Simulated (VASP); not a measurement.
# Al3H8 (P-3) in VASP: a series of runs

The runs below take Al3H8 through single point, relaxation of cell and atoms, with PBE.

Program: VASP 6.6.1. These are calculated values, not measurements. Logs are shortened: lines on timing, memory, paths and dates and some standing lists are left out, and cuts for length are marked.

## Step 1: The cell of the first run

Symmetry: P-3, No. 147, trigonal system. Conventional cell: a = 3.972 Å, b = 3.972 Å, c = 6.868 Å, α = 90.00°, β = 90.00°, γ = 120.00°. Within 3.1 Å of Al (site symmetry -3) lie 6 Al at 2.38 Å and 12 H at 2.69 to 2.70 Å. Within 2.6 Å of Al (site symmetry 3) lie 7 H at 1.98 to 2.42 Å and 3 Al at 2.38 Å. H (site symmetry 1) has 3 H at 1.82 to 1.83 Å and 1 Al at 1.98 Å within 2.4 Å. H (site symmetry 3) has 3 H at 1.83 Å and 1 Al at 2.04 Å within 2.4 Å.

## Step 2: Single point, PBE

INCAR reads:

```
SYSTEM = Al3H8
ALGO = Normal
EDIFF = 1E-6
ENCUT = 520
GGA = PE
ISIF = 2
ISMEAR = 0
LASPH = .True.
LCHARG = .True.
LELF = .True.
LREAL = .False.
LVHAR = .True.
LWAVE = .False.
NBANDS = 20
NELM = 60
PREC = Accurate
SIGMA = 0.1
```

KPOINTS reads:

```
k-points
0
Gamma
  6 6 4
  0 0 0
```

POSCAR reads:

```
Al3H8
1.0
    3.9723659000      0.0000000000      0.0000000000
   -1.9861829500      3.4401697800      0.0000000000
    0.0000000000      0.0000000000      6.8681996000
Al H
3 8
Direct
    0.0000000000      0.0000000000      0.0000000000
    0.3333333300      0.6666666700      0.9072665300
    0.6666666700      0.3333333300      0.0927334700
    0.0879956000      0.7019334200      0.6624982300
    0.2980665800      0.3860621800      0.6624982300
    0.6139378200      0.9120044000      0.6624982300
    0.9120044000      0.2980665800      0.3375017700
    0.7019334200      0.6139378200      0.3375017700
    0.3860621800      0.0879956000      0.3375017700
    0.3333333300      0.6666666700      0.2043198300
    0.6666666700      0.3333333300      0.7956801700
```

Potentials or basis: VASP PAW PBE potentials, release 64 (Al, H).

Started as:

```sh
cat potpaw_PBE.64/Al/POTCAR potpaw_PBE.64/H/POTCAR > POTCAR
mpirun -np 1 vasp_std > vasp.out
```

OUTCAR:

```text
SYSTEM = Al3H8
   EDIFF = 1E-6
   ENCUT = 520
   GGA = PE
   ISIF = 2
   ISMEAR = 0
   LASPH = .True.
   LREAL = .False.
   NELM = 60
   PREC = Accurate

 ion  position               nearest neighbor table
   1  0.000  0.000  0.000-   2 2.38   3 2.38   2 2.38   3 2.38   3 2.38   2 2.38
   2  0.333  0.667  0.907-   4 1.98   6 1.98   5 1.98  10 2.04   1 2.38   1 2.38   1 2.38   3 2.62
                             3 2.62   3 2.62
   3  0.667  0.333  0.093-   7 1.98   9 1.98   8 1.98  11 2.04   1 2.38   1 2.38   1 2.38   2 2.62
                             2 2.62   2 2.62
   4  0.088  0.702  0.662-   2 1.98
   5  0.298  0.386  0.662-   2 1.98
   6  0.614  0.912  0.662-   2 1.98
   7  0.912  0.298  0.338-   3 1.98
   8  0.702  0.614  0.338-   3 1.98
   9  0.386  0.088  0.338-   3 1.98
  10  0.333  0.667  0.204-   2 2.04
  11  0.667  0.333  0.796-   3 2.04

  LATTYP: Found a hexagonal cell.
 ALAT       =     3.9723659000
 C/A-ratio  =     1.7289947031

  Lattice vectors:

 A1 = (   3.9723659000,   0.0000000000,   0.0000000000)
 A2 = (  -1.9861829500,   3.4401697800,   0.0000000000)
 A3 = (   0.0000000000,   0.0000000000,   6.8681996000)

Analysis of symmetry for initial positions (statically):
=====================================================================
 Subroutine PRICEL returns:
 Original cell was already a primitive cell.

 Routine SETGRP: Setting up the symmetry group for a
 hexagonal supercell.

 Subroutine GETGRP returns: Found  6 space group operations
 (whereof  6 operations were pure point group operations)
 out of a pool of 24 trial point group operations.

The static configuration has the point symmetry S_6 .

Analysis of symmetry for dynamics (positions and initial velocities):
=====================================================================
 Subroutine PRICEL returns:
 Original cell was already a primitive cell.

 Routine SETGRP: Setting up the symmetry group for a
 hexagonal supercell.

 Subroutine GETGRP returns: Found  6 space group operations
 (whereof  6 operations were pure point group operations)
 out of a pool of 24 trial point group operations.

The dynamic configuration has the point symmetry S_6 .

 Subroutine INISYM returns: Found  6 space group operations
 (whereof  6 operations are pure point group operations),
[... 114 lines left out ...]
   EDIFF  = 0.1E-05   stopping-criterion for ELM
   LREAL  =      F    real-space projection
   EDIFFG = 0.1E-04   stopping-criterion for IOM
   NSW    =      0    number of steps for IOM
   IBRION =     -1    ionic relax: 0-MD 1-quasi-New 2-CG
   NFREE  =      0    steps in history (QN), initial steepest desc. (CG)
   ISIF   =      2    stress and relaxation
   ISYM   =      2    0-nonsym 1-usesym 2-fastsym
   POTIM  = 0.5000    time-step for ionic-motion
   TEBEG  =    0.0;   TEEND  =   0.0 temperature during run
   PSTRESS=    0.0 pullay stress
   NELECT =      17.0000    total number of electrons
   NUPDOWN=      -1.0000    fix difference up-down
   EMIN   =  10.00;   EMAX   =-10.00  energy-range for DOS
   EFERMI =   0.00;   METHOD = LEGACY
   ISMEAR =     0;   SIGMA  =   0.10  broadening in eV -4-tet -1-fermi 0-gaus
   EFERMI_NEDOS =   21; number of points for ismear=-14 and -15
   IALGO  =     38    algorithm
   IMIX   =      4    mixing-type and parameters
     AMIX     =   0.40;   BMIX     =  1.00
     AMIX_MAG =   1.60;   BMIX_MAG =  1.00
  volume/ion in A,a.u.               =       8.53        57.58
  Fermi-wavevector in a.u.,A,eV,Ry     =   0.926262  1.750381 11.673269  0.857961
  Thomas-Fermi vector in A             =   2.052205
   LORBIT       =      0    0 simple, 1 ext, 2 COOP (PROOUT), +10 PAW based schemes
   GGA     = PE    functional components
   LHFCALC =     F    Hartree Fock is set to
   AEXX    =    0.0000 exact exchange contribution
   IVDW    =     0    specifies the selected vdW correction
   LEPSILON=     F    determine dielectric tensor
   LRPA    =     F    only Hartree local field effects (RPA)
 non-spin polarized calculation
 Gauss-broadening in eV      SIGMA  =   0.10
  energy-cutoff  :      520.00
  volume of cell :       93.86
 maximum number of plane-waves:      2558
 NGX is ok and might be reduce to    30
   NGX = 15   NGY = 15   NGZ = 25

 number of electron      16.9999999 magnetization

 Free energy of the ion-electron system (eV)
  ---------------------------------------------------
  ext. energy  EPLUGINS =         0.00000000
  ---------------------------------------------------
  free energy    TOTEN  =       -26.34738436 eV

  energy without entropy =      -26.33406116  energy(sigma->0) =      -26.34072276

 E-fermi :   3.2264     XC(G=0):  -9.2001

 val. band max:        3.1957694812   @ k =   0.5000  -0.0000   0.5000
 cond. band min:       3.2522386108   @ k =   0.3333  -0.0000   0.5000
 fundamental gap:      0.0564691296
 Fermi energy:         3.2264020651

 k-point     1 :       0.0000    0.0000    0.0000
  band No.  band energies     occupation
      1      -8.4309      2.00000
      2      -5.0894      2.00000
      3      -3.1618      2.00000
      4       1.7785      2.00000
      5       2.4132      2.00000
      6       2.4132      2.00000
[... 541 lines left out ...]
     19      11.5048      0.00000
     20      11.8993      0.00000

 [... further k-points ...]
[... 5 lines left out ...]
  --------------------------------------------------------------------------------------
  -------------------------------------------------------------------------------------
  Total        9.2758983      9.2758983     -6.4393462      0.0000000      0.0000000      0.0000000
  in kB      158.3414181    158.3414178   -109.9209126      0.0000001      0.0000000      0.0000000
  external PRESSURE =      68.9206411 kB  Pullay stress =       0.0000000 kB

 VOLUME and BASIS-vectors are now :
 -----------------------------------------------------------------------------
  energy-cutoff  :      520.00
  volume of cell :       93.86
      direct lattice vectors                 reciprocal lattice vectors
     3.972365900  0.000000000  0.000000000     0.251739146  0.145341664  0.000000000
    -1.986182950  3.440169780  0.000000000     0.000000000  0.290683328  0.000000000
     0.000000000  0.000000000  6.868199600     0.000000000  0.000000000  0.145598564

 POSITION                                       TOTAL-FORCE (eV/Angst)
 -----------------------------------------------------------------------------------
      0.00000      0.00000      0.00000         0.000000      0.000000      0.000000
     -0.00000      2.29345      6.23129         0.000000      0.000000     -3.399004
      1.98618      1.14672      0.63691         0.000000      0.000000      3.399004
     -1.04462      2.41477      4.55017         0.108977     -0.065779      0.708175
      0.41724      1.32812      4.55017         0.002477      0.127266      0.708175
      0.62738      3.13745      4.55017        -0.111454     -0.061488      0.708175
      3.03080      1.02540      2.31803        -0.108977      0.065779     -0.708175
      1.56894      2.11205      2.31803        -0.002477     -0.127266     -0.708175
      1.35880      0.30272      2.31803         0.111454      0.061488     -0.708175
     -0.00000      2.29345      1.40331         0.000000      0.000000      0.563397
      1.98618      1.14672      5.46489         0.000000      0.000000     -0.563397
 -----------------------------------------------------------------------------------
    total drift:                                0.000000      0.000000     -0.000000

  FREE ENERGIE OF THE ION-ELECTRON SYSTEM (eV)
  ---------------------------------------------------
  free  energy   TOTEN  =       -26.3473843617 eV

  energy  without entropy=      -26.3340611595  energy(sigma->0) =      -26.34072276
```

OSZICAR:

```text
N       E                     dE             d eps       ncg     rms          rms(c)
DAV:   1     0.986301953422E+01    0.98630E+01   -0.54881E+03  1200   0.637E+02
DAV:   2    -0.253185337558E+02   -0.35182E+02   -0.32798E+02  1576   0.108E+02
DAV:   3    -0.269716919594E+02   -0.16532E+01   -0.16126E+01  1480   0.194E+01
DAV:   4    -0.269966732868E+02   -0.24981E-01   -0.24971E-01  1500   0.272E+00
DAV:   5    -0.269974815517E+02   -0.80826E-03   -0.80825E-03  1468   0.478E-01    0.430E+00
DAV:   6    -0.264450486284E+02    0.55243E+00   -0.87833E-01  1312   0.421E+00    0.261E+00
DAV:   7    -0.263811820828E+02    0.63867E-01   -0.88276E-02  1388   0.141E+00    0.139E+00
DAV:   8    -0.263469061262E+02    0.34276E-01   -0.55007E-02  1360   0.106E+00    0.186E-01
DAV:   9    -0.263471289013E+02   -0.22278E-03   -0.20176E-03  1592   0.234E-01    0.135E-01
DAV:  10    -0.263473664878E+02   -0.23759E-03   -0.47169E-04  1360   0.104E-01    0.411E-02
DAV:  11    -0.263473785688E+02   -0.12081E-04   -0.31792E-05  1420   0.297E-02    0.246E-02
DAV:  12    -0.263473844103E+02   -0.58416E-05   -0.12509E-05  1376   0.171E-02    0.727E-03
DAV:  13    -0.263473843617E+02    0.48613E-07   -0.72321E-07  1096   0.414E-03
   1 F= -.26347384E+02 E0= -.26340723E+02  d E =-.133232E-01
```

It took 90 s on 1 thread of Oxide Virtual Turin-like, shared host; peak memory 0.18 GiB.

What came out:

| Quantity | Value |
| --- | --- |
| Free energy | -26.3474 eV |
| Pressure | 6.9 GPa |
| Largest force | 3.399 eV/Å |

Forces on the atoms (eV/Å):
```
Al   0.000  0.000  0.000
Al   0.000  0.000 -3.399
Al   0.000  0.000  3.399
H    0.109 -0.066  0.708
H    0.002  0.127  0.708
H   -0.111 -0.061  0.708
H   -0.109  0.066 -0.708
H   -0.002 -0.127 -0.708
H    0.111  0.061 -0.708
H    0.000  0.000  0.563
H    0.000  0.000 -0.563
```

Stress tensor (GPa, compression positive):
```
 15.83   0.00   0.00
  0.00  15.83   0.00
  0.00   0.00 -10.99
```

Levels at points of the mesh, in eV from the Fermi level:
| k point | band 6 | band 7 | band 8 | band 9 | band 10 | band 11 | band 12 | band 13 |
| --- | --- | --- | --- | --- | --- | --- | --- | --- |
| (0.00, 0.00, 0.00) | -0.81 | -0.75 | -0.75 | 0.57 | 1.67 | 1.67 | 1.86 | 1.86 |
| (0.50, 0.00, 0.00) | -3.33 | -3.27 | -2.12 | 0.03 | 0.06 | 1.91 | 2.70 | 3.52 |
| (0.00, 0.00, 0.50) | -0.79 | -0.71 | -0.71 | 0.57 | 1.11 | 1.51 | 1.51 | 1.77 |
| (0.50, 0.00, 0.50) | -2.95 | -2.70 | -1.26 | -0.50 | -0.03 | 1.52 | 1.65 | 2.74 |

Caveat: forces of over 1 eV/Å act on the atoms, so gaps and moduli don't describe the material at rest.

## Step 3: Relaxation of cell and atoms, PBE

INCAR reads:

```
SYSTEM = Al3H8
PREC = Accurate
ENCUT = 600
EDIFF = 1E-6
ISMEAR = 0
SIGMA = 0.1
LREAL = .FALSE.
LASPH = .TRUE.
NELM = 60
ALGO = Normal
ISIF = 3
LWAVE = .FALSE.
LCHARG = .FALSE.
GGA = PE
IBRION = 2
NSW = 90
EDIFFG = -0.04
```

KPOINTS reads:

```
Automatic mesh
0
G
  6 6 4
  0 0 0
```

POSCAR is that of step 2.

Potentials or basis: VASP PAW PBE potentials, release 64 (Al, H).

Started as:

```sh
cat potpaw_PBE.64/Al/POTCAR potpaw_PBE.64/H/POTCAR > POTCAR
mpirun -np 1 vasp_std > vasp.out
```

Run time: 15 min. Hardware: 1 thread of Oxide Virtual Turin-like, shared host; peak memory 0.22 GiB.

It converged, with:

- Free energy: -36.3255 eV
- Relaxed volume: 9.40 Å³/atom
- Relaxed cell: a = 5.357 Å, b = 5.357 Å, c = 4.160 Å, α = 90.00°, β = 90.00°, γ = 120.00°
- Space group after relaxing (to 0.05 Å): P-3m1 (No. 164)
- Energy gained by relaxing: 907.0 meV/atom
- Ionic steps: 27
- Pressure after relaxing: 0.0 GPa
- Largest force after relaxing: 0.034 eV/Å

Forces on the atoms (eV/Å):
```
Al   0.000  0.000  0.000
Al   0.000  0.000  0.026
Al   0.000  0.000 -0.026
H    0.025 -0.022 -0.001
H    0.007  0.033 -0.001
H   -0.032 -0.011 -0.001
H   -0.025  0.022  0.001
H   -0.007 -0.033  0.001
H    0.032  0.011  0.001
H    0.000  0.000  0.034
H    0.000  0.000 -0.034
```

Stress tensor (GPa, compression positive):
```
-0.29  0.00  0.00
 0.00 -0.29  0.00
 0.00  0.00  0.54
```

The path:
| step | energy change (eV) | largest force (eV/Å) | pressure (GPa) | volume (Å³) |
| --- | --- | --- | --- | --- |
| 1 | 0.0000 | 3.3990 | 6.98 | 93.86 |
| 2 | -1.8005 | 2.0835 | 1.64 | 98.85 |
| 3 | -2.6877 | 1.8544 | 3.84 | 106.85 |
| 4 | -2.7496 | 1.3212 | 2.63 | 105.36 |
| 5 | -3.6678 | 1.1905 | -2.29 | 110.83 |
| 6 | -4.6209 | 2.0937 | -9.27 | 120.71 |
| 7 | -5.0289 | 2.2714 | -9.82 | 121.09 |
| 8 | -6.0097 | 2.1395 | -10.85 | 121.60 |
| 9 | -6.3096 | 1.7105 | -9.31 | 119.41 |
| 10 | -6.3217 | 1.7054 | -10.82 | 120.98 |
| 11 | -7.0412 | 1.5853 | -9.03 | 115.93 |
| 12 | -8.2974 | 2.1307 | -0.32 | 101.53 |
| 13 | -8.3347 | 2.7447 | 3.54 | 97.45 |
| 14 | -8.8387 | 0.8068 | 4.37 | 94.50 |
| 15 | -8.8956 | 0.6644 | 5.30 | 92.78 |
| 16 | -9.0416 | 0.5636 | 2.99 | 94.93 |
| 17 | -9.2110 | 0.6028 | -2.41 | 101.29 |
| 18 | -9.3518 | 0.5140 | -2.01 | 101.75 |
| 19 | -9.4819 | 0.5416 | -1.13 | 102.54 |
| 20 | -9.6460 | 0.3772 | -0.40 | 101.77 |
| 21 | -9.8215 | 0.5125 | 2.14 | 99.53 |
| 22 | -9.9028 | 0.4152 | 1.59 | 100.62 |
| 23 | -9.9658 | 0.1734 | 0.06 | 102.93 |
| 24 | -9.9664 | 0.1955 | 0.21 | 102.73 |
| 25 | -9.9722 | 0.0641 | 0.32 | 102.80 |
| 26 | -9.9727 | 0.0893 | 0.36 | 102.82 |
| 27 | -9.9765 | 0.0343 | -0.01 | 103.38 |

Final structure:
```
Al H
1.0
     5.35659    0.00000    0.00000
    -2.67830    4.63894    0.00000
     0.00000    0.00000    4.16049
Al H
3 8
Direct
  0.00000 0.00000 0.00000
  0.33333 0.66667 0.80359
  0.66667 0.33333 0.19641
  0.15494 0.84822 0.73288
  0.15178 0.30673 0.73288
  0.69327 0.84506 0.73288
  0.84506 0.15178 0.26712
  0.84822 0.69327 0.26712
  0.30673 0.15494 0.26712
  0.33333 0.66667 0.20369
  0.66667 0.33333 0.79631
```

Levels at points of the mesh, in eV from the Fermi level:
```csv
k point,band 5,band 6,band 7,band 8,band 9,band 10,band 11,band 12
"(0.00, 0.00, 0.00)",-4.82,-4.70,-4.70,-4.44,-0.90,1.71,1.71,2.20
"(0.50, 0.00, 0.00)",-4.90,-3.89,-3.49,-2.98,0.92,0.96,2.14,2.23
"(0.00, 0.00, 0.50)",-5.01,-5.01,-4.67,-4.33,-1.50,-0.69,0.87,0.87
"(0.50, 0.00, 0.50)",-5.88,-5.23,-5.05,-4.25,0.79,1.50,2.98,3.61
```
